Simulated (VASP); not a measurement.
# CuO (Fm-3m) in VASP: vibrations by perturbation theory with PBE

Aim: the vibrations by perturbation theory of CuO with PBE.

Everything below comes from runs of VASP 6.6.1. Logs are shortened: lines on timing, memory, paths and dates and some standing lists are left out, and cuts for length are marked.

## (1) The cell of the first run

The structure is cubic, space group Fm-3m (No. 225). The conventional cell has a = 4.248 Å, b = 4.248 Å, c = 4.248 Å, α = 90.00°, β = 90.00°, γ = 90.00°. Within 2.8 Å of Cu (site symmetry m-3m) lie 6 O at 2.12 Å. Within 2.8 Å of O (site symmetry m-3m) lie 6 Cu at 2.12 Å.

## (2) Vibrations by perturbation theory, PBE

Input file INCAR:

```
SYSTEM = CuO
PREC     = Accurate       ! precision mode
ENCUT    = 520            ! plane-wave cutoff, eV
EDIFF    = 1E-8           ! SCF threshold, eV
ISMEAR   = -1             ! smearing method
SIGMA    = 0.15           ! smearing width, eV
LREAL    = .FALSE.        ! projectors in reciprocal space
LASPH    = .TRUE.         ! aspherical terms in the spheres
NELM     = 60             ! most SCF steps
ALGO     = Normal         ! electronic algorithm
ISIF     = 2              ! what is computed and relaxed
LWAVE    = .FALSE.        ! write WAVECAR
LCHARG   = .TRUE.         ! write CHGCAR
GGA      = PE             ! functional
IBRION   = 8              ! ionic algorithm
NSW      = 1              ! ionic steps
```

Input file KPOINTS:

```
Automatic mesh
0
G
  24 24 24
  0 0 0
```

Input file POSCAR:

```
CuO
1.0
    0.0000000000      2.1240461385      2.1240461385
    2.1240461385      0.0000000000      2.1240461385
    2.1240461385      2.1240461385      0.0000000000
Cu O
1 1
Direct
    0.0000000000      0.0000000000      0.0000000000
    0.5000000000      0.5000000000      0.5000000000
```

Potentials or basis: VASP PAW PBE potentials, release 64 (Cu, O).

The run is started by

```
$ cat potpaw_PBE.64/Cu/POTCAR potpaw_PBE.64/O/POTCAR > POTCAR
$ mpirun -np 1 vasp_std > vasp.out
```

OUTCAR:

```text
SYSTEM = CuO
   PREC = Accurate
   ENCUT = 520
   EDIFF = 1E-8
   ISMEAR = -1
   LREAL = .FALSE.
   LASPH = .TRUE.
   NELM = 60
   ISIF = 2
   GGA = PE
   IBRION = 8
   NSW = 1

 ion  position               nearest neighbor table
   1  0.000  0.000  0.000-   2 2.12   2 2.12   2 2.12   2 2.12   2 2.12   2 2.12
   2  0.500  0.500  0.500-   1 2.12   1 2.12   1 2.12   1 2.12   1 2.12   1 2.12

  LATTYP: Found a face centered cubic cell.
 ALAT       =     4.2480922770

  Lattice vectors:

 A1 = (   0.0000000000,   2.1240461385,   2.1240461385)
 A2 = (   2.1240461385,   0.0000000000,   2.1240461385)
 A3 = (   2.1240461385,   2.1240461385,   0.0000000000)

Analysis of symmetry for initial positions (statically):
=====================================================================
 Subroutine PRICEL returns:
 Original cell was already a primitive cell.

 Routine SETGRP: Setting up the symmetry group for a
 face centered cubic supercell.

 Subroutine GETGRP returns: Found 48 space group operations
 (whereof 48 operations were pure point group operations)
 out of a pool of 48 trial point group operations.

The static configuration has the point symmetry O_h .

Analysis of symmetry for dynamics (positions and initial velocities):
=====================================================================
 Subroutine PRICEL returns:
 Original cell was already a primitive cell.

 Routine SETGRP: Setting up the symmetry group for a
 face centered cubic supercell.

 Subroutine GETGRP returns: Found 48 space group operations
 (whereof 48 operations were pure point group operations)
 out of a pool of 48 trial point group operations.

The dynamic configuration has the point symmetry O_h .

 Subroutine INISYM returns: Found 48 space group operations
 (whereof 48 operations are pure point group operations),
 and found     1 'primitive' translations

----------------------------------------------------------------------------------------

                                     Primitive cell

[... 518 lines left out ...]
 VOLUME and BASIS-vectors are now :
 -----------------------------------------------------------------------------
  energy-cutoff  :      520.00
  volume of cell :       19.17
      direct lattice vectors                 reciprocal lattice vectors
     0.000000000  2.124046138  2.124046138    -0.235399783  0.235399783  0.235399783
     2.124046138  0.000000000  2.124046138     0.235399783 -0.235399783  0.235399783
     2.124046138  2.124046138  0.000000000     0.235399783  0.235399783 -0.235399783

 POSITION                                       TOTAL-FORCE (eV/Angst)
 -----------------------------------------------------------------------------------
      0.00000      0.00000      0.00000        -0.000000      0.000000     -0.000000
      2.12405      2.12405      2.12405         0.000000      0.000000      0.000000
 -----------------------------------------------------------------------------------
    total drift:                                0.000000     -0.000000     -0.000000

  FREE ENERGIE OF THE ION-ELECTRON SYSTEM (eV)
  ---------------------------------------------------
  free  energy   TOTEN  =        -9.5901788730 eV

  energy  without entropy=       -9.4782396367  energy(sigma->0) =       -9.53420925

[... ionic steps 2 to 3 ...]

--------------------------------------- Ionic step        4  -------------------------------------------

------------------------ aborting loop because EDIFF is reached ----------------------------------------

[... ionic steps 5 to 6 ...]

--------------------------------------- Ionic step        7  -------------------------------------------

 Free energy of the ion-electron system (eV)
  ---------------------------------------------------
  ---------------------------------------------------
  free energy    TOTEN  =        -0.35487442 eV

  energy without entropy =       -0.35487443

------------------------ aborting loop because EDIFF is reached ----------------------------------------

 INTERNAL STRAIN TENSOR  FOR ION    2  DIRECTION 1   (eV/Angst):
 -----------------------------------------------------------------------------
    -0.01476 -0.00000 -0.00000
     0.00000  0.01342 -0.00000
    -0.00000 -0.00000  0.01342

 INTERNAL STRAIN TENSOR FOR ION    2 for displacements in x,y,z  (eV/Angst):
          X           Y           Z          XY          YZ          ZX
  --------------------------------------------------------------------------------
  x     0.00000     0.00000     0.00000     0.00000     0.00000     0.00000
  y     0.00000     0.00000     0.00000     0.00000     0.00000     0.00000
  z     0.00000     0.00000     0.00000     0.00000     0.00000     0.00000

 SECOND DERIVATIVES (NOT SYMMETRIZED)
 ------------------------------------
               1X          1Y          1Z          2X          2Y          2Z
  1X    -5.294998    0.000000    0.000000    5.294998    0.000000    0.000000
  1Y     0.000000   -5.294998    0.000000    0.000000    5.294998    0.000000
  1Z     0.000000    0.000000   -5.294998    0.000000    0.000000    5.294998
  2X     5.273681    0.000000    0.000000   -5.273681    0.000000    0.000000
  2Y     0.000000    5.273681    0.000000    0.000000   -5.273681    0.000000
  2Z     0.000000    0.000000    5.273681    0.000000    0.000000   -5.273681

 Eigenvectors and eigenvalues of the dynamical matrix
 ----------------------------------------------------

   1 f  =   10.045912 THz    63.120325 2PiTHz  335.095545 cm-1    41.546534 meV
             X         Y         Z           dx          dy          dz
      0.000000  0.000000  0.000000     0.449211    0.000000    0.000000
      2.124046  2.124046  2.124046    -0.893426    0.000000    0.000000
[... 21 lines left out ...]
   6 f/i=    0.008132 THz     0.051095 2PiTHz    0.271257 cm-1     0.033632 meV
             X         Y         Z           dx          dy          dz
      0.000000  0.000000  0.000000    -0.124171   -0.683277    0.562071
      2.124046  2.124046  2.124046    -0.062433   -0.343549    0.282607

--------------------------------------------------------------------------------------------------------

 ELASTIC MODULI CONTR FROM IONIC RELAXATION (kBar)
 Direction    XX          YY          ZZ          XY          YZ          ZX
 --------------------------------------------------------------------------------
 XX           0.0000      0.0000      0.0000      0.0000      0.0000      0.0000
 YY           0.0000      0.0000      0.0000      0.0000      0.0000      0.0000
 ZZ           0.0000      0.0000      0.0000      0.0000      0.0000      0.0000
 XY           0.0000      0.0000      0.0000      0.0000      0.0000      0.0000
 YZ           0.0000      0.0000      0.0000      0.0000      0.0000      0.0000
 ZX           0.0000      0.0000      0.0000      0.0000      0.0000      0.0000
 --------------------------------------------------------------------------------
```

stdout:

```text
POSCAR found type information on POSCAR CuO
 POSCAR found :  2 types and       2 ions
 scaLAPACK will be used
 LDA part: xc-table for (Slater+PW92), standard interpolation
 POSCAR, INCAR and KPOINTS ok, starting setup
 FFT: planning ... GRIDC
 FFT: planning ... GRID_SOFT
 FFT: planning ... GRID
 WAVECAR not read
 entering main loop
 Linear response reoptimize wavefunctions to high precision
 Linear response DOF=           2
 Linear response progress:
 first order change of Fermi-energy  -0.13174E-03
 force on displaced ion       1 direction 1 :  -5.295   0.000   0.000
 Linear response progress:
 first order change of Fermi-energy   0.10606E-02
 force on displaced ion       2 direction 1 :  -5.274   0.000   0.000
 Linear response finished
```

Run time: 9.1 min. Hardware: 1 thread of Intel Xeon Platinum 8488C (Sapphire Rapids), shared host; peak memory 0.63 GiB.

Results:

* Highest phonon frequency at Γ, LO-TO splitting left out: 335 cm⁻¹

Phonon frequencies in cm⁻¹ (negative: imaginary):
| q point | frequencies |
| --- | --- |
| (0.000, 0.000, 0.000) | 0 0 0 335 335 335 |
